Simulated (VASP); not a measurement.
The system is CdS.

```
CELL_PARAMETERS angstrom
4.16884 0.00000 0.00000
-2.08442 3.61032 0.00000
0.00000 0.00000 6.77962
ATOMIC_POSITIONS crystal
Cd 0.66667 0.33333 0.50022
Cd 0.33333 0.66667 0.00022
S 0.66667 0.33333 0.87678
S 0.33333 0.66667 0.37678
```

```yaml
Program: VASP 6.6.1
Task: relaxation of cell and atoms
Functional: PBE
Potentials_or_basis: VASP PAW PBE potentials, release 64 (Cd, S)
Cutoff: 600 eV
k_mesh: 9 × 9 × 4
Occupations: gaussian, width 0.02 eV
Spin: no spin polarisation
```

At the start: pressure 1.4 GPa; volume 25.51 Å³/atom.

Question: Where does the relaxation end?

Answer: Over 11 steps the energy falls by 2.8 meV/atom and the volume is 26.16 Å³/atom (+2.5 %); space group P6_3mc (No. 186, to 0.1 Å) before and after.

The path:
```csv
step,energy change (eV),largest force (eV/Å),pressure (GPa),volume (Å³)
1,0.0000,0.0036,1.42,102.04
2,-0.0104,0.0003,-0.39,105.43
3,-0.0114,0.0009,-0.01,104.65
4,-0.0114,0.0010,0.03,104.60
5,-0.0114,0.0004,0.03,104.60
6,-0.0114,0.0016,0.03,104.60
7,-0.0114,0.0009,0.03,104.60
8,-0.0114,0.0011,0.03,104.62
9,-0.0114,0.0017,0.00,104.65
10,-0.0114,0.0018,0.00,104.65
11,-0.0114,0.0017,0.00,104.64
```

Final structure:
```yaml
crystal:
  lattice:
    - [4.20288, 0.00000, 0.00000]
    - [-2.10144, 3.63980, 0.00000]
    - [0.00000, 0.00000, 6.84026]
  atoms:
    - { symbol: Cd, position: [0.66667, 0.33333, 0.50020] }
    - { symbol: Cd, position: [0.33333, 0.66667, 0.00020] }
    - { symbol: S, position: [0.66667, 0.33333, 0.87680] }
    - { symbol: S, position: [0.33333, 0.66667, 0.37680] }
```
